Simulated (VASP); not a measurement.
Set up this calculation in VASP 6.6.1, as the native input.

* Task: single point
* Functional: r2SCAN
* Potentials or basis: VASP PAW PBE potentials, release 64 (C, O)
* Cutoff: 520 eV
* k mesh: 8 × 8 × 8
* Occupations: gaussian, width 0.01 eV
* Spin: no spin polarisation
* Dipole correction: no
* Further INCAR settings: ALGO = Normal; EDIFF = 1e-06; NBANDS = 25

Crystal: CO2.

```xyz
6
Lattice="-1.9548 1.9548 2.9673 1.9548 -1.9548 2.9673 1.9548 1.9548 -2.9673" Properties=species:S:1:pos:R:3 pbc="T T T"
C     0.0000    0.0000    0.0000
C     0.0000    1.9548    1.4837
O     0.6543    0.9774    0.7418
O    -0.9774    1.3005    2.2255
O     1.3005    0.9774    3.7092
O     2.9322    0.6543   -0.7418
```

The input as run:

POSCAR

```
CO2
1.0
   -1.9548127153      1.9548127153      2.9673315043
    1.9548127153     -1.9548127153      2.9673315043
    1.9548127153      1.9548127153     -2.9673315043
C O
2 4
Direct
    0.0000000000      0.0000000000      0.0000000000
    0.7500000000      0.2500000000      0.5000000000
    0.3750000000      0.2923507872      0.4173507872
    0.7076492128      0.1250000000      0.0826492128
    0.8750000000      0.9576492128      0.5826492128
    0.0423507872      0.6250000000      0.9173507872
```

INCAR.step1

```
PREC = Accurate ; ENCUT = 520
ISMEAR = 0 ; SIGMA = 0.01
LREAL = False ; LASPH = True
NELM = 100 ; NBANDS = 25
GGA = PE ; ALGO = Normal
EDIFF = 1E-4 ; LWAVE = True
LCHARG = False
```

INCAR.step2

```
PREC = Accurate ; ENCUT = 520
EDIFF = 1E-6 ; ISMEAR = 0
SIGMA = 0.01 ; LREAL = False
LASPH = True ; NELM = 100
ALGO = Normal ; ISIF = 2
LWAVE = False ; LCHARG = False
METAGGA = R2SCAN ; LMIXTAU = True
NBANDS = 25 ; ISTART = 1
```

KPOINTS

```
Automatic mesh
0
Gamma
  8 8 8
```

Potentials or basis: VASP PAW PBE potentials, release 64 (C, O).

Run with:

```console
$ cat potpaw_PBE.64/C/POTCAR potpaw_PBE.64/O/POTCAR > POTCAR
$ cp INCAR.step1 INCAR
$ mpirun -np 1 vasp_std > vasp.out
$ cp INCAR.step2 INCAR
$ mpirun -np 1 vasp_std > vasp.out
```

It gave:

```
Pressure               : 2.2 GPa
Largest force          : 0.129 eV/Å
Band gap on the k mesh : 8.48 eV, indirect (least direct gap 8.88 eV)
```

Caveat: the PAW data sets were made with another functional, which shifts forces and pressure a little.

Run time: 2.6 min on 1 thread of AMD EPYC 9R45 96-Core Processor (Zen 5) (shared host), peak memory 0.16 GiB.
